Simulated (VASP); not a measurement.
A run of VASP 6.6.1:

Contents of INCAR:

```
PREC = Accurate
ENCUT = 520
EDIFF = 1E-6
ISMEAR = 0
SIGMA = 0.02
LREAL = False
LASPH = True
NELM = 100
ALGO = Normal
ISIF = 2
LWAVE = False
LCHARG = False
GGA = PE
NBANDS = 20
```

KPOINTS

```
regular mesh
0
Gamma
  10 10 10
```

POSCAR

```
Al2O3
1.0
   -1.3995669971      1.8683112288      4.4019487965
    1.3995669971     -1.8683112288      4.4019487965
    1.3995669971      1.8683112288     -4.4019487965
Al O
2 3
Direct
    0.6554745955      0.6554745955      0.0000000000
    0.3445254045      0.3445254045      0.0000000000
    0.5000000000      0.0000000000      0.5000000000
    0.1963841248      0.6963841248      0.5000000000
    0.8036158752      0.3036158752      0.5000000000
```

Potentials or basis: VASP PAW PBE potentials, release 64 (Al, O).

Launch:

```sh
$ cat potpaw_PBE.64/Al/POTCAR potpaw_PBE.64/O/POTCAR > POTCAR
$ mpirun -np 1 vasp_std > vasp.out
```

Hardware: 1 thread of Intel(R) Xeon(R) Platinum 8488C (Sapphire Rapids), on a shared host.

Q: How long does it take, and how much memory?

A: Run time: 2.5 min on 1 thread of Intel(R) Xeon(R) Platinum 8488C (Sapphire Rapids), with other jobs on the host, peak memory 0.3 GiB. Counts: scf iterations 13, k points 171.
